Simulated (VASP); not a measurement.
A run of VASP 6.6.1 is set up as follows.

File INCAR:

```
SYSTEM = Fe2O3
ALGO     = Normal         ! electronic algorithm
EDIFF    = 1E-6           ! SCF threshold, eV
ENCUT    = 520            ! plane-wave cutoff, eV
GGA      = PE             ! functional
ISIF     = 2              ! what is computed and relaxed
ISMEAR   = -1             ! smearing method
ISPIN    = 2              ! spin polarisation
LASPH    = .True.         ! aspherical terms in the spheres
LCHARG   = .True.         ! write CHGCAR
LDAU     = .True.         ! DFT+U
LDAUJ    = 0 0          
LDAUL    = 2 -1           ! shell
LDAUPRINT= 1            
LDAUTYPE = 2            
LDAUU    = 5.3 0          ! U, eV
LELF     = .True.         ! ELF
LMAXMIX  = 4              ! l up to which the mixer works
LORBIT   = 11             ! projections on sites
LREAL    = .False.        ! projectors in reciprocal space
LVHAR    = .True.       
LWAVE    = .False.        ! write WAVECAR
MAGMOM   = 4 -4 -4 4 0 0 0 0 0 0 ! initial moments
NBANDS   = 49             ! bands
NELM     = 150            ! most SCF steps
PREC     = Accurate       ! precision mode
SIGMA    = 0.03           ! smearing width, eV
```

File KPOINTS:

```
k-points
0
Gamma
  4 4 4
  0 0 0
```

POSCAR

```
Fe2O3
1.0
    2.5010002000      1.4439531400      4.5400700000
   -2.5010002000      1.4439531400      4.5400700000
    0.0000000000     -2.8879062800      4.5400700000
Fe O
4 6
Direct
    0.8552000000      0.8552000000      0.8552000000
    0.6448000000      0.6448000000      0.6448000000
    0.1448000000      0.1448000000      0.1448000000
    0.3552000000      0.3552000000      0.3552000000
    0.0608000000      0.4392000000      0.7500000000
    0.7500000000      0.0608000000      0.4392000000
    0.4392000000      0.7500000000      0.0608000000
    0.9392000000      0.5608000000      0.2500000000
    0.2500000000      0.9392000000      0.5608000000
    0.5608000000      0.2500000000      0.9392000000
```

Potentials or basis: VASP PAW PBE potentials, release 64 (Fe, O).

The run is started by

```sh
$ cat potpaw_PBE.64/Fe/POTCAR potpaw_PBE.64/O/POTCAR > POTCAR
$ mpirun -np 1 vasp_std > vasp.out
```

Question: What does it give for the net moment?

Answer: 0.00 μB per cell.

Question: Predict the band gap on the k mesh.

Answer: 2.38 eV (least direct gap 2.50 eV).

Eigenvalues of the final occupation matrices:
| site | spin | trace | eigenvalues |
| --- | --- | --- | --- |
| site 1 d | 1 | 5.10 | 0.99 0.99 0.99 1.07 1.07 |
| site 1 d | 2 | 0.79 | 0.08 0.08 0.08 0.28 0.28 |
| site 2 d | 1 | 0.79 | 0.08 0.08 0.08 0.28 0.28 |
| site 2 d | 2 | 5.10 | 0.99 0.99 0.99 1.07 1.07 |
| site 3 d | 1 | 0.79 | 0.08 0.08 0.08 0.28 0.28 |
| site 3 d | 2 | 5.10 | 0.99 0.99 0.99 1.07 1.07 |
| site 4 d | 1 | 5.10 | 0.99 0.99 0.99 1.07 1.07 |
| site 4 d | 2 | 0.79 | 0.08 0.08 0.08 0.28 0.28 |

 A k mesh can miss the band edges.
